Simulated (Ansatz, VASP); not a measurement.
## One calculation of ZnF2, two programs

INCAR

```
ALGO = Normal
EDIFF = 1E-8
ENCUT = 520
GGA = PS
GGA_COMPAT = F
ISIF = 2
ISMEAR = 0
LASPH = T
LCHARG = F
LEFG = T
LREAL = F
LWAVE = F
NBANDS = 35
NELM = 120
PREC = Accurate
SIGMA = 0.05
```

File KPOINTS:

```
k-points
0
Gamma
  6 6 10
```

POSCAR

```
ZnF2
1.0
    4.7177756171      0.0000000000      0.0000000000
    0.0000000000      4.7177756171      0.0000000000
    0.0000000000      0.0000000000      3.1284470562
Zn F
2 4
Direct
    0.0000000000      0.0000000000      0.0000000000
    0.5000000000      0.5000000000      0.5000000000
    0.3038554922      0.3038554922      0.0000000000
    0.1961445078      0.8038554922      0.5000000000
    0.6961445078      0.6961445078      0.0000000000
    0.8038554922      0.1961445078      0.5000000000
```

Input for Ansatz:

```yaml
crystal:
  lattice:
    - [4.7177756171, 0.0, 0.0]
    - [0.0, 4.7177756171, 0.0]
    - [0.0, 0.0, 3.1284470562]
  atoms:
    - { symbol: Zn, position: [0.0, 0.0, 0.0] }
    - { symbol: Zn, position: [0.5, 0.5, 0.5] }
    - { symbol: F, position: [0.3038554922, 0.3038554922, 0.0] }
    - { symbol: F, position: [0.1961445078, 0.8038554922, 0.5] }
    - { symbol: F, position: [0.6961445078, 0.6961445078, 0.0] }
    - { symbol: F, position: [0.8038554922, 0.1961445078, 0.5] }
basis:
  ecutwfc: 420
  ecutrho_ratio: 4
kpoints:
  mp_grid: { grid: [6, 6, 10] }
hamiltonian:
  xc: pbesol
scf:
  occupations: { method: gaussian, width: 0.05 }
  n_extra_bands: 42
output:
  forces: true
  stress: true
  eigenvalues: true
  optics: { de: 0.05 }
  efg: {}
```

Alike in both runs: task electric field gradients; functional PBEsol; k mesh 6 × 6 × 10; occupations gaussian, width 0.05 eV; no spin polarisation.

|  | VASP | Ansatz |
| --- | --- | --- |
| version | VASP 6.6.1 | Ansatz 0.2.0 |
| potentials or method | VASP PAW PBE potentials, release 64 (Zn, F), cutoff 520 eV | scalar-relativistic, plane waves, PAW |
| valence electrons in the cell | 52 | 52 |

Ansatz gave:

| Quantity | Value |
| --- | --- |
| gap on the k mesh at the Fermi level (eV) | 3.45 |
| least direct gap on the mesh (eV) | 3.45 |
| pressure (GPa) | 0.0 |
| traceless stress, the component that is largest in VASP (GPa) | 0.00 |
| rms of the force components (eV/Å) | 0.000 |

**Question.** What did VASP give for the same quantities?

**Answer.** gap on the k mesh at the Fermi level (eV): 3.37; least direct gap on the mesh (eV): 3.37; pressure (GPa): 0.6; traceless stress, the component that is largest in VASP (GPa): 0.22; rms of the force components (eV/Å): 0.008.

VASP's potentials were made for PBE, not for PBEsol. Atom by atom the forces differ by 0.007 eV/Å (rms over components).
